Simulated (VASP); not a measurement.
A run of VASP 6.6.1:

File INCAR:

```
SYSTEM = Sn
ALGO     = Fast           ! electronic algorithm
EDIFF    = 1E-6           ! SCF threshold, eV
ENCUT    = 520            ! plane-wave cutoff, eV
ISIF     = 2              ! what is computed and relaxed
ISMEAR   = -1             ! smearing method
LASPH    = .TRUE.         ! aspherical terms in the spheres
LCHARG   = .FALSE.        ! write CHGCAR
LREAL    = .FALSE.        ! projectors in reciprocal space
LWAVE    = .FALSE.        ! write WAVECAR
NBANDS   = 21             ! bands
NELM     = 100            ! most SCF steps
PREC     = Accurate       ! precision mode
SIGMA    = 0.15           ! smearing width, eV
```

Contents of KPOINTS:

```
k-points
0
G
  16 16 16
  0 0 0
```

The input POSCAR:

```
Sn
1.0
   -2.8978176264      2.8978176264      1.5610720771
    2.8978176264     -2.8978176264      1.5610720771
    2.8978176264      2.8978176264     -1.5610720771
Sn
2
Direct
    0.0000000000      0.0000000000      0.0000000000
    0.7500000000      0.2500000000      0.5000000000
```

Potentials or basis: VASP PAW LDA potentials, release 64 (Sn_d).

Run with:

```bash
$ cat potpaw_LDA.64/Sn_d/POTCAR > POTCAR
$ mpirun -np 1 vasp_std > vasp.out
```

Hardware: 1 thread of Intel(R) Xeon(R) Platinum 8259CL CPU @ 2.50GHz (Skylake/Cascade Lake) (shared host).

Q: How long does it take, and how much memory?

A: Run time: 8.2 min on 1 thread of Intel(R) Xeon(R) Platinum 8259CL CPU @ 2.50GHz (Skylake/Cascade Lake), on a shared host, peak memory 0.4 GiB. Counts: scf iterations 13, k points 349.
